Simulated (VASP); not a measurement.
Set up this calculation in VASP 6.6.1, as the native input.

* Task: relaxation of cell and atoms
* Functional: LDA
* Potentials or basis: VASP PAW LDA potentials, release 64 (C, Zn)
* Cutoff: 600 eV
* k mesh: 8 × 8 × 8
* Occupations: fermi-dirac, width 0.02 eV
* Spin: no spin polarisation
* Dipole correction: no
* Further INCAR settings: ALGO = Normal; EDIFF = 1e-06; IBRION = 2; EDIFFG = -0.005; NSW = 80; ISIF = 3

The structure of Zn2C lies in POSCAR:

```
Zn2C
1.0
    0.0000000000      2.6042747125      2.6042747125
    2.6042747125      0.0000000000      2.6042747125
    2.6042747125      2.6042747125      0.0000000000
C Zn
1 2
Direct
    0.0000000000      0.0000000000      0.0000000000
    0.2500000000      0.2500000000      0.2500000000
    0.7500000000      0.7500000000      0.7500000000
```

The input as run:

INCAR

```
SYSTEM = Zn2C
PREC = Accurate
ENCUT = 600
EDIFF = 1E-6
ISMEAR = -1
SIGMA = 0.02
LREAL = .FALSE.
LASPH = .TRUE.
NELM = 80
ALGO = Normal
ISIF = 3
LWAVE = .FALSE.
LCHARG = .FALSE.
GGA = CA
IBRION = 2
NSW = 80
EDIFFG = -0.005
```

KPOINTS

```
Automatic mesh
0
G
  8 8 8
  0 0 0
```

Potentials or basis: VASP PAW LDA potentials, release 64 (C, Zn).

Launch:

```console
$ cat potpaw_LDA.64/C/POTCAR potpaw_LDA.64/Zn/POTCAR > POTCAR
$ mpirun -np 1 vasp_std > vasp.out
```

It gave:

```
Relaxed volume                         : 10.91 Å³/atom
Relaxed cell                           : a = 3.591 Å, b = 3.591 Å, c = 3.591 Å, α = 60.00°, β = 60.00°, γ = 60.00°
Space group after relaxing (to 0.05 Å) : Fm-3m (No. 225)
Energy gained by relaxing              : 30.0 meV/atom
Ionic steps                            : 3
Pressure after relaxing                : 0.0 GPa
Band gap on the k mesh                 : 0.19 eV, direct
```

It took 40 s on 1 thread of AMD EPYC 9R45 96-Core Processor (Zen 5), on a shared host, peak memory 0.13 GiB.
